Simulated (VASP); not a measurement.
Input of a VASP 6.6.1 run:

The input INCAR:

```
ALGO = Normal
EDIFF = 1E-6
ENCUT = 520
GGA = PS
ISIF = 2
ISMEAR = -1
LASPH = T
LCHARG = F
LREAL = F
LWAVE = F
NBANDS = 29
NELM = 100
PREC = Accurate
SIGMA = 0.03
```

The input KPOINTS:

```
k-points
0
Gamma
  5 5 5
```

Contents of POSCAR:

```
Cd3Se
1.0
   -2.0409530000      2.0409530000      6.0870800000
    2.0409530000     -2.0409530000      6.0870800000
    2.0409530000      2.0409530000     -6.0870800000
Cd Se
3 1
Direct
    0.5000000000      0.5000000000      0.0000000000
    0.2500000000      0.7500000000      0.5000000000
    0.7500000000      0.2500000000      0.5000000000
    0.0000000000      0.0000000000      0.0000000000
```

Potentials or basis: VASP PAW PBE potentials, release 64 (Cd, Se).

Launch:

```console
$ cat potpaw_PBE.64/Cd/POTCAR potpaw_PBE.64/Se/POTCAR > POTCAR
$ mpirun -np 1 vasp_std > vasp.out
```

Problem. Estimate the pressure.

Solution. -3.4 GPa.

Problem. Estimate the band gap on the k mesh.

Solution. Zero (band 21 reaches 2.87 eV, above the bottom of band 22 at 1.15 eV).

Stress tensor (GPa, compression positive):
```
-4.08  0.00  0.00
 0.00 -4.08  0.00
 0.00  0.00 -1.92
```

Caveat: the k points lie up to 0.44 Å⁻¹ apart; the PAW data sets were made with another functional, which shifts forces and pressure a little.
